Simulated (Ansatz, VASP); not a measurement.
## One calculation of Si2B, two programs

POSCAR

```
Si2B
1.0
    4.3428848873      0.0000000000      0.0000000000
    0.0000000000      4.3428848873      0.0000000000
    0.0000000000      0.0000000000      4.3428848873
Si B
4 2
Direct
    0.2500000000      0.2500000000      0.2500000000
    0.2500000000      0.7500000000      0.7500000000
    0.7500000000      0.7500000000      0.2500000000
    0.7500000000      0.2500000000      0.7500000000
    0.0000000000      0.0000000000      0.0000000000
    0.5000000000      0.5000000000      0.5000000000
```

INCAR.step1

```
SYSTEM = Si2B
PREC = Accurate
ENCUT = 520
ISMEAR = 0
SIGMA = 0.1
LREAL = .False.
LASPH = .True.
NELM = 60
NBANDS = 20
GGA = PE
ALGO = Normal
EDIFF = 1E-4
LWAVE = .True.
LCHARG = .False.
```

The input INCAR.step2:

```
SYSTEM = Si2B
PREC = Accurate
ENCUT = 520
EDIFF = 1E-6
ISMEAR = 0
SIGMA = 0.1
LREAL = .False.
LASPH = .True.
NELM = 60
ALGO = Normal
ISIF = 2
LWAVE = .False.
LCHARG = .False.
METAGGA = R2SCAN
LMIXTAU = .True.
NBANDS = 20
ISTART = 1
```

Contents of KPOINTS:

```
Automatic mesh
0
Gamma
  4 4 4
  0 0 0
```

Input for Ansatz:

```yaml
crystal:
  lattice:
    - [4.3428848873, 0.0, 0.0]
    - [0.0, 4.3428848873, 0.0]
    - [0.0, 0.0, 4.3428848873]
  atoms:
    - { symbol: Si, position: [0.25, 0.25, 0.25] }
    - { symbol: Si, position: [0.25, 0.75, 0.75] }
    - { symbol: Si, position: [0.75, 0.75, 0.25] }
    - { symbol: Si, position: [0.75, 0.25, 0.75] }
    - { symbol: B, position: [0.0, 0.0, 0.0] }
    - { symbol: B, position: [0.5, 0.5, 0.5] }
basis:
  ecutwfc: 500
kpoints:
  mp_grid: { grid: [4, 4, 4] }
hamiltonian:
  xc: r2scan
scf:
  occupations: { method: gaussian, width: 0.1 }
  lower_state_search: "off"
output:
  forces: true
  stress: true
  eigenvalues: true
```

Alike in both runs: task single point; functional r2SCAN; k mesh 4 × 4 × 4; occupations gaussian, width 0.1 eV; no spin polarisation.

```csv
,VASP,Ansatz
version,VASP 6.6.1,Ansatz 0.2.0
potentials or method,"VASP PAW PBE potentials, release 64 (Si, B), cutoff 520 eV","scalar-relativistic, plane waves, PAW"
valence electrons in the cell,22,22
```

```tsv
	VASP	Ansatz	Ansatz less VASP
gap on the k mesh at the Fermi level (eV)	none	none	-
pressure (GPa)	16.1	16.2	+0.10
```

VASP's potentials were made for PBE, not for r2SCAN. A gap of «none» marks a metal or a gap that the smearing closes. With one functional, cell and mesh, what is left measures potentials, basis and numerics.

The k mesh is coarse, so the values compare programs but aren't converged.
